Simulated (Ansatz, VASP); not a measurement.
# TiHg: VASP beside Ansatz

```
Ti Hg
1.0
     3.06801    0.00000    0.00000
     0.00000    3.06801    0.00000
     0.00000    0.00000    4.12026
Ti Hg
1 1
Direct
  0.50000 0.50000 0.50000
  0.00000 0.00000 0.00000
```

Change from the starting cell: volume scaled by 1.06, PAW files.

Alike in both runs: task electric field gradients; functional LDA; k mesh 14 × 14 × 10; occupations fermi-dirac, width 0.08 eV; no spin polarisation.

|  | VASP | Ansatz |
| --- | --- | --- |
| version | VASP 6.6.1 | Ansatz 0.2.0 |
| potentials or method | VASP PAW LDA potentials, release 64 (Ti_sv, Hg) | PAW with Ansatz's default frozen-core files, scalar-relativistic |
| plane-wave cutoff (eV) | 520 | 420 |
| valence electrons in the cell | 24 | 32 |

```tsv
	VASP	Ansatz	Ansatz less VASP
pressure (GPa)	-11.1	-11.8	-0.68
traceless stress, the component that is largest in VASP (GPa)	0.16	0.18	+0.015
size of Vzz on the site where it differs most (V/Å²)	193.6	186.0	-7.60
```

LDA's correlation is that of Perdew and Zunger in VASP and of Perdew and Wang (1992) in Ansatz. VASP's potentials hold 24 valence electrons a cell and Ansatz's 32, so a difference there can come from the potentials and not from the codes.

Spin-orbit coupling is off throughout.
